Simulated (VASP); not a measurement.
# BAs (F-43m) in VASP: notebook

The runs below take BAs through single point, with PBE.

All numbers are computed with VASP 6.6.1; they aren't measurements. Logs are shortened: lines on timing, memory, paths and dates and some standing lists are left out, and cuts for length are marked.

## 1. The cell of the first run

The structure is cubic, space group F-43m (No. 216). The conventional cell has a = 4.809 Å, b = 4.809 Å, c = 4.809 Å, α = 90.00°, β = 90.00°, γ = 90.00°. Within 2.8 Å of B (site symmetry -43m) lie 4 As at 2.08 Å. Within 2.8 Å of As (site symmetry -43m) lie 4 B at 2.08 Å.

## 2. Single point, PBE

INCAR reads:

```
SYSTEM = BAs
ALGO = Normal ; EDIFF = 1E-6
ENCUT = 500 ; GGA = PE
GGA_COMPAT = .FALSE. ; ISIF = 2
ISMEAR = 0 ; LASPH = .TRUE.
LCHARG = .FALSE. ; LREAL = .FALSE.
LWAVE = .FALSE. ; NBANDS = 16
NELM = 120 ; PREC = Accurate
SIGMA = 0.1
```

KPOINTS reads:

```
k-points
0
G
  6 4 6
  0 0 0
```

POSCAR reads:

```
BAs
1.0
    3.4005398741      0.0000000000      0.0000000000
    0.0000000000      4.8090896753      0.0000000000
    0.0000000000      0.0000000000      3.4005398741
B As
2 2
Direct
    0.0000000000      0.0000000000      0.0000000000
    0.5000000000      0.5000000000      0.4999853000
    0.5000000000      0.2500000000      0.0000000000
    0.0000000000      0.7500000000      0.4999853000
```

Potentials or basis: VASP PAW PBE potentials, release 64 (B, As).

The run is started by

```bash
cat potpaw_PBE.64/B/POTCAR potpaw_PBE.64/As/POTCAR > POTCAR
mpirun -np 1 vasp_std > vasp.out
```

OUTCAR:

```text
SYSTEM = BAs
   EDIFF = 1E-6
   ENCUT = 500
   GGA = PE
   ISIF = 2
   ISMEAR = 0
   LASPH = .TRUE.
   LREAL = .FALSE.
   NELM = 120
   PREC = Accurate

 ion  position               nearest neighbor table
   1  0.000  0.000  0.000-   4 2.08   3 2.08   3 2.08   4 2.08
   2  0.500  0.500  0.500-   3 2.08   4 2.08   4 2.08   3 2.08
   3  0.500  0.250  0.000-   2 2.08   1 2.08   1 2.08   2 2.08
   4  0.000  0.750  0.500-   1 2.08   2 2.08   2 2.08   1 2.08

  LATTYP: Found a simple tetragonal cell.
 ALAT       =     3.4005398741
 C/A-ratio  =     1.4142135818

  Lattice vectors:

 A1 = (  -3.4005398741,   0.0000000000,   0.0000000000)
 A2 = (   0.0000000000,   0.0000000000,   3.4005398741)
 A3 = (   0.0000000000,   4.8090896753,   0.0000000000)

Analysis of symmetry for initial positions (statically):
=====================================================================
 Subroutine PRICEL returns:
 Original cell was already a primitive cell.

 Routine SETGRP: Setting up the symmetry group for a
 simple tetragonal supercell.

 Subroutine GETGRP returns: Found  4 space group operations
 (whereof  2 operations were pure point group operations)
 out of a pool of 16 trial point group operations.

The static configuration has the point symmetry C_1h.
 The point group associated with its full space group is C_2v.

Analysis of symmetry for dynamics (positions and initial velocities):
=====================================================================
 Subroutine PRICEL returns:
 Original cell was already a primitive cell.

 Routine SETGRP: Setting up the symmetry group for a
 simple tetragonal supercell.

 Subroutine GETGRP returns: Found  4 space group operations
 (whereof  2 operations were pure point group operations)
 out of a pool of 16 trial point group operations.

The dynamic configuration has the point symmetry C_1h.
 The point group associated with its full space group is C_2v.

 Subroutine INISYM returns: Found  4 space group operations
 (whereof  2 operations are pure point group operations),
 and found     1 'primitive' translations

----------------------------------------------------------------------------------------

                                     Primitive cell

  volume of cell :      55.6107

  direct lattice vectors                    reciprocal lattice vectors
     3.400539874  0.000000000  0.000000000     0.294070953  0.000000000  0.000000000
     0.000000000  4.809089675  0.000000000     0.000000000  0.207939562  0.000000000
     0.000000000  0.000000000  3.400539874     0.000000000  0.000000000  0.294070953

  length of vectors
     3.400539874  4.809089675  3.400539874     0.294070953  0.207939562  0.294070953

  position of ions in fractional coordinates (direct lattice)
     0.000000000  0.000000000  0.000000000
     0.500000000  0.500000000  0.499985300
     0.500000000  0.250000000  0.000000000
     0.000000000  0.750000000  0.499985300

  ion indices of the primitive-cell ions
   primitive index   ion index
                 1           1
                 2           2
                 3           3
                 4           4

----------------------------------------------------------------------------------------

 KPOINTS: k-points

Automatic generation of k-mesh.
 Grid dimensions read from file:
 generate k-points for:    6    4    6

 Generating k-lattice:

  Cartesian coordinates                     Fractional coordinates (reciprocal lattice)
     0.049011825  0.000000000  0.000000000     0.166666667  0.000000000  0.000000000
     0.000000000  0.051984890  0.000000000     0.000000000  0.250000000  0.000000000
     0.000000000  0.000000000  0.049011825     0.000000000  0.000000000  0.166666667

  Length of vectors
     0.049011825  0.051984890  0.049011825

  Shift w.r.t. Gamma in fractional coordinates (k-lattice)
     0.000000000  0.000000000  0.000000000

 Subroutine IBZKPT returns following result:
 ===========================================

 Found     48 irreducible k-points:

 Following reciprocal coordinates:
            Coordinates               Weight
  0.000000  0.000000  0.000000      1.000000
  0.166667  0.000000  0.000000      2.000000
  0.000000  0.000000 -0.166667      2.000000
  0.333333  0.000000  0.000000      2.000000
  0.000000  0.000000 -0.333333      2.000000
  0.500000  0.000000  0.000000      1.000000
[... 16 lines left out ...]
  0.333333  0.000000  0.166667      4.000000
  0.166667  0.000000 -0.333333      4.000000
 [... further k-points ...]
   k-points           NKPTS =     48   k-points in BZ     NKDIM =     48   number of bands    NBANDS=     16
   number of dos      NEDOS =    301   number of ions     NIONS =      4
   total plane-waves  NPLWV =  28224
   dimension x,y,z NGX =    28 NGY =   36 NGZ =   28
   dimension x,y,z NGXF=    56 NGYF=   72 NGZF=   56
   ions per type =               2   2
   NGX,Y,Z   is equivalent  to a cutoff of  13.69, 12.44, 13.69 a.u.
   NGXF,Y,Z  is equivalent  to a cutoff of  27.38, 24.89, 27.38 a.u.
 SYSTEM =  BAs
   PREC   = accura    normal or accurate (medium, high low for compatibility)
   ISTART =      0    job   : 0-new  1-cont  2-samecut
   ICHARG =      2    charge: 1-file 2-atom 10-const
   ISPIN  =      1    spin polarized calculation?
   LNONCOLLINEAR =      F non collinear calculations
   LSORBIT =      F    spin-orbit coupling
   LASPH  =      T    aspherical Exc in radial PAW
   ENCUT  =  500.0 eV  36.75 Ry    6.06 a.u.   6.20  8.77  6.20*2*pi/ulx,y,z
   NELM   =    120;   NELMIN=  2; NELMDL= -5     # of ELM steps
   EDIFF  = 0.1E-05   stopping-criterion for ELM
   LREAL  =      F    real-space projection
   EDIFFG = 0.1E-04   stopping-criterion for IOM
   NSW    =      0    number of steps for IOM
   IBRION =     -1    ionic relax: 0-MD 1-quasi-New 2-CG
   NFREE  =      0    steps in history (QN), initial steepest desc. (CG)
   ISIF   =      2    stress and relaxation
   ISYM   =      2    0-nonsym 1-usesym 2-fastsym
   POTIM  = 0.5000    time-step for ionic-motion
   TEBEG  =    0.0;   TEEND  =   0.0 temperature during run
   PSTRESS=    0.0 pullay stress
   NELECT =      16.0000    total number of electrons
   NUPDOWN=      -1.0000    fix difference up-down
   EMIN   =  10.00;   EMAX   =-10.00  energy-range for DOS
   EFERMI =   0.00;   METHOD = LEGACY
   ISMEAR =     0;   SIGMA  =   0.10  broadening in eV -4-tet -1-fermi 0-gaus
   EFERMI_NEDOS =   21; number of points for ismear=-14 and -15
   IALGO  =     38    algorithm
   IMIX   =      4    mixing-type and parameters
     AMIX     =   0.40;   BMIX     =  1.00
     AMIX_MAG =   1.60;   BMIX_MAG =  1.00
  volume/ion in A,a.u.               =      13.90        93.82
  Fermi-wavevector in a.u.,A,eV,Ry     =   1.080758  2.042337 15.892132  1.168039
  Thomas-Fermi vector in A             =   2.216758
   LORBIT       =      0    0 simple, 1 ext, 2 COOP (PROOUT), +10 PAW based schemes
   GGA     = PE    functional components
   LHFCALC =     F    Hartree Fock is set to
   AEXX    =    0.0000 exact exchange contribution
   IVDW    =     0    specifies the selected vdW correction
   LEPSILON=     F    determine dielectric tensor
   LRPA    =     F    only Hartree local field effects (RPA)
 non-spin polarized calculation
 Gauss-broadening in eV      SIGMA  =   0.10
  energy-cutoff  :      500.00
  volume of cell :       55.61
 maximum number of plane-waves:      1436
 NGX is ok and might be reduce to    28
   NGX = 13   NGY = 17   NGZ = 13

 number of electron      16.0000001 magnetization

 Free energy of the ion-electron system (eV)
  ---------------------------------------------------
  ext. energy  EPLUGINS =         0.00000000
  ---------------------------------------------------
  free energy    TOTEN  =       -22.81334277 eV

  energy without entropy =      -22.81334277  energy(sigma->0) =      -22.81334277

 E-fermi :   6.4042     XC(G=0): -10.4964

 val. band max:        5.9087315250   @ k =   0.0000   0.0000   0.0000
 cond. band min:       7.1160761209   @ k =   0.0000   0.2500   0.0000
 fundamental gap:      1.2073445959
 Fermi energy:         6.4042040846

 k-point     1 :       0.0000    0.0000    0.0000
  band No.  band energies     occupation
      1      -9.3116      2.00000
      2      -5.2268      2.00000
      3      -2.5107      2.00000
      4       1.9114      2.00000
      5       1.9114      2.00000
      6       5.9084      2.00000
[... 8 lines left out ...]
     15      15.3943      0.00000
     16      17.0842      0.00000

 k-point     2 :       0.1667    0.0000    0.0000
  band No.  band energies     occupation
      1      -9.0139      2.00000
      2      -5.1904      2.00000
      3      -2.3330      2.00000
      4       0.6953      2.00000
      5       2.1745      2.00000
      6       4.0134      2.00000
[... 8 lines left out ...]
     15      15.9974      0.00000
     16      16.1840      0.00000

 k-point     3 :       0.0000    0.0000   -0.1667
  band No.  band energies     occupation
      1      -9.0139      2.00000
      2      -5.1904      2.00000
      3      -2.3330      2.00000
      4       0.6953      2.00000
      5       2.1745      2.00000
      6       4.0134      2.00000
[... 8 lines left out ...]
     15      15.9974      0.00000
     16      16.1840      0.00000

 k-point     4 :       0.3333    0.0000    0.0000
  band No.  band energies     occupation
      1      -8.1483      2.00000
      2      -5.5869      2.00000
      3      -1.8630      2.00000
      4      -0.0364      2.00000
      5       1.4035      2.00000
      6       2.6869      2.00000
[... 8 lines left out ...]
     15      13.9237      0.00000
     16      15.0911      0.00000
[... 324 lines left out ...]
 k-point    22 :       0.1667    0.0000    0.1667
  band No.  band energies     occupation
      1      -8.7173      2.00000
      2      -5.1149      2.00000
      3      -2.2004      2.00000
      4       0.8656      2.00000
      5       1.0594      2.00000
      6       3.6134      2.00000
[... 8 lines left out ...]
     15      14.4267      0.00000
     16      14.6742      0.00000

 k-point    23 :       0.3333    0.0000    0.1667
  band No.  band energies     occupation
      1      -7.8566      2.00000
      2      -5.3866      2.00000
      3      -1.8851      2.00000
      4       0.2225      2.00000
      5       1.2369      2.00000
      6       1.7265      2.00000
[... 8 lines left out ...]
     15      13.0971      0.00000
     16      14.1925      0.00000

 k-point    24 :       0.1667    0.0000   -0.3333
  band No.  band energies     occupation
      1      -7.8566      2.00000
      2      -5.3866      2.00000
      3      -1.8851      2.00000
      4       0.2225      2.00000
      5       1.2369      2.00000
      6       1.7265      2.00000
[... 8 lines left out ...]
     15      13.0971      0.00000
     16      14.1925      0.00000

 [... further k-points ...]

------------------------ aborting loop because EDIFF is reached ----------------------------------------

  FORCE on cell =-STRESS in cart. coord.  units (eV):
  Direction    XX          YY          ZZ          XY          YZ          ZX
  --------------------------------------------------------------------------------------
  -------------------------------------------------------------------------------------
  Total        0.2508730      0.1603305      0.2508714      0.0000000      0.0000000      0.0000000
  in kB        7.2277971      4.6192137      7.2277485      0.0000000      0.0000000      0.0000000
  external PRESSURE =       6.3582531 kB  Pullay stress =       0.0000000 kB

 VOLUME and BASIS-vectors are now :
 -----------------------------------------------------------------------------
  energy-cutoff  :      500.00
  volume of cell :       55.61
      direct lattice vectors                 reciprocal lattice vectors
     3.400539874  0.000000000  0.000000000     0.294070953  0.000000000  0.000000000
     0.000000000  4.809089675  0.000000000     0.000000000  0.207939562  0.000000000
     0.000000000  0.000000000  3.400539874     0.000000000  0.000000000  0.294070953

 POSITION                                       TOTAL-FORCE (eV/Angst)
 -----------------------------------------------------------------------------------
      0.00000      0.00000      0.00000         0.000000     -0.000000     -0.000589
      1.70027      2.40454      1.70022         0.000000     -0.000000      0.000589
      1.70027      1.20227      0.00000         0.000000      0.000000     -0.000659
      0.00000      3.60682      1.70022         0.000000      0.000000      0.000659
 -----------------------------------------------------------------------------------
    total drift:                               -0.000000     -0.000000     -0.000000

  FREE ENERGIE OF THE ION-ELECTRON SYSTEM (eV)
  ---------------------------------------------------
  free  energy   TOTEN  =       -22.8133427683 eV

  energy  without entropy=      -22.8133427683  energy(sigma->0) =      -22.81334277
```

Run time: 42 s. Hardware: 1 thread of Intel Xeon 8259CL, shared host; peak memory 0.16 GiB.

Results:

```
Free energy            : -22.8133 eV
Pressure               : 0.6 GPa
Band gap on the k mesh : 1.21 eV
```

A k mesh can miss the band edges.

## 3. Single point, PBE

INCAR reads:

```
PREC = Accurate
ENCUT = 500
EDIFF = 1E-6
ISMEAR = 0
SIGMA = 0.02
LREAL = F
LASPH = T
NELM = 120
ALGO = Normal
ISIF = 2
LWAVE = F
LCHARG = T
GGA = PE
LELF = T
LVHAR = T
NBANDS = 16
GGA_COMPAT = F
```

KPOINTS reads:

```
regular mesh
0
Gamma
  8 6 8
```

POSCAR reads:

```
BAs
1.0
    3.4005398741      0.0000000000      0.0000000000
    0.0000000000      4.8090896753      0.0000000000
    0.0000000000      0.0000000000      3.4005398741
B As
2 2
Direct
    0.0000000000      0.0000000000     -0.0000073500
    0.5000000000      0.5000000000      0.4999926500
    0.5000000000      0.2500000000     -0.0000073500
    0.0000000000      0.7500000000      0.4999926500
```

Potentials or basis: VASP PAW PBE potentials, release 64 (B, As).

The run is started by

```bash
cat potpaw_PBE.64/B/POTCAR potpaw_PBE.64/As/POTCAR > POTCAR
mpirun -np 1 vasp_std > vasp.out
```

OUTCAR:

```text
PREC = Accurate
   ENCUT = 500
   EDIFF = 1E-6
   ISMEAR = 0
   LREAL = F
   LASPH = T
   NELM = 120
   ISIF = 2
   GGA = PE

 ion  position               nearest neighbor table
   1  0.000  0.000  1.000-   3 2.08   4 2.08   4 2.08   3 2.08
   2  0.500  0.500  0.500-   3 2.08   4 2.08   3 2.08   4 2.08
   3  0.500  0.250  1.000-   1 2.08   2 2.08   2 2.08   1 2.08
   4  0.000  0.750  0.500-   1 2.08   2 2.08   1 2.08   2 2.08

  LATTYP: Found a simple tetragonal cell.
[... 674 lines left out ...]
  Direction    XX          YY          ZZ          XY          YZ          ZX
  --------------------------------------------------------------------------------------
  -------------------------------------------------------------------------------------
  Total        0.2200459      0.2048147      0.2200459      0.0000000     -0.0000000      0.0000000
  in kB        6.3396508      5.9008305      6.3396508      0.0000000     -0.0000000      0.0000000
  external PRESSURE =       6.1933774 kB  Pullay stress =       0.0000000 kB

 VOLUME and BASIS-vectors are now :
 -----------------------------------------------------------------------------
  energy-cutoff  :      500.00
  volume of cell :       55.61
      direct lattice vectors                 reciprocal lattice vectors
     3.400539874  0.000000000  0.000000000     0.294070953  0.000000000  0.000000000
     0.000000000  4.809089675  0.000000000     0.000000000  0.207939562  0.000000000
     0.000000000  0.000000000  3.400539874     0.000000000  0.000000000  0.294070953

 POSITION                                       TOTAL-FORCE (eV/Angst)
 -----------------------------------------------------------------------------------
      0.00000      0.00000      3.40051        -0.000000     -0.000000      0.000000
      1.70027      2.40454      1.70024        -0.000000     -0.000000      0.000000
      1.70027      1.20227      3.40051         0.000000      0.000000     -0.000000
      0.00000      3.60682      1.70024         0.000000      0.000000     -0.000000
 -----------------------------------------------------------------------------------
    total drift:                               -0.000000     -0.000000     -0.000000

  FREE ENERGIE OF THE ION-ELECTRON SYSTEM (eV)
  ---------------------------------------------------
  free  energy   TOTEN  =       -22.8253364356 eV

  energy  without entropy=      -22.8253364356  energy(sigma->0) =      -22.82533644
```

OSZICAR:

```text
N       E                     dE             d eps       ncg     rms          rms(c)
DAV:   1     0.383107963442E+02    0.38311E+02   -0.66377E+03  1920   0.855E+02
DAV:   2    -0.213164318543E+02   -0.59627E+02   -0.54372E+02  2752   0.142E+02
DAV:   3    -0.240141859715E+02   -0.26978E+01   -0.26809E+01  2416   0.296E+01
DAV:   4    -0.240274429253E+02   -0.13257E-01   -0.13254E-01  2296   0.241E+00
DAV:   5    -0.240275053593E+02   -0.62434E-04   -0.62433E-04  2400   0.162E-01    0.678E+00
DAV:   6    -0.229412625839E+02    0.10862E+01   -0.11316E+00  2288   0.681E+00    0.335E+00
DAV:   7    -0.228385360728E+02    0.10273E+00   -0.32591E-01  2400   0.317E+00    0.133E+00
DAV:   8    -0.228249030996E+02    0.13633E-01   -0.30214E-02  2136   0.112E+00    0.170E-01
DAV:   9    -0.228249815448E+02   -0.78445E-04   -0.21307E-03  2256   0.318E-01    0.695E-02
DAV:  10    -0.228253087609E+02   -0.32722E-03   -0.54410E-04  2328   0.130E-01    0.250E-02
DAV:  11    -0.228253370803E+02   -0.28319E-04   -0.37450E-05  2392   0.391E-02    0.139E-02
DAV:  12    -0.228253364356E+02    0.64476E-06   -0.47478E-06  2112   0.123E-02
   1 F= -.22825336E+02 E0= -.22825336E+02  d E =-.317712E-19
```

stdout:

```text
POSCAR found type information on POSCAR B As
 POSCAR found :  2 types and       4 ions
 scaLAPACK will be used
 LDA part: xc-table for (Slater+PW92), standard interpolation
 POSCAR, INCAR and KPOINTS ok, starting setup
 FFT: planning ... GRIDC
 FFT: planning ... GRID_SOFT
 FFT: planning ... GRID
 WAVECAR not read
 entering main loop
```

Wall time 53 s (1 thread of Intel Xeon 8259CL, shared host); peak memory 0.17 GiB.

What came out:

| Quantity | Value |
| --- | --- |
| Free energy | -22.8253 eV |
| Pressure | 0.6 GPa |
| Band gap on the k mesh | 1.20 eV |

Levels at points of the mesh, in eV from the valence-band top:
```tsv
k point	band 6	band 7	band 8	band 9	band 10	band 11
(0.00, 0.00, 0.00)	0.00	0.00	0.00	1.45	1.46	3.25
(0.50, 0.00, 0.00)	-4.99	-1.93	-1.93	3.47	3.47	6.04
(0.00, 0.50, 0.00)	-2.65	-2.65	-2.65	1.66	1.66	4.48
(0.50, 0.50, 0.00)	-1.79	-1.79	-1.79	2.58	2.58	4.76
(0.50, 0.00, 0.50)	-4.00	-4.00	-4.00	1.45	1.45	1.46
(0.50, 0.50, 0.50)	-5.37	-5.08	-5.08	5.24	5.24	5.83
```

(Continued in part 2 of 2.)
